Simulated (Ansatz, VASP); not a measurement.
## Au in VASP and in Ansatz

```
Au
1.0
     0.00000    3.08063    3.08063
     3.08063    0.00000    3.08063
     3.08063    3.08063    0.00000
Au
2
Direct
  0.87500 0.87500 0.87500
  0.12500 0.12500 0.12500
```

Alike in both runs: functional PBE; k mesh 13 × 13 × 13; occupations fermi-dirac, width 0.05 eV; no spin polarisation.

Ansatz relaxed the structure, and its values are those at the end. VASP's run is a single point on that final structure, the one shown.

|  | VASP | Ansatz |
| --- | --- | --- |
| version | VASP 6.6.1 | Ansatz 0.2.0 |
| potentials or method | VASP PAW PBE potentials, release 64 (Au) | PAW with Ansatz's default frozen-core files, scalar-relativistic |
| plane-wave cutoff (eV) | 520 | 420 |
| valence electrons in the cell | 22 | 38 |

Ansatz gave:

```
pressure (GPa) : 0.0
```

Problem. Which values does VASP return?

Solution. Pressure (GPa): -0.1.

VASP's potentials hold 22 valence electrons a cell and Ansatz's 38, so a difference there can come from the potentials and not from the codes.

Spin-orbit coupling is off throughout.
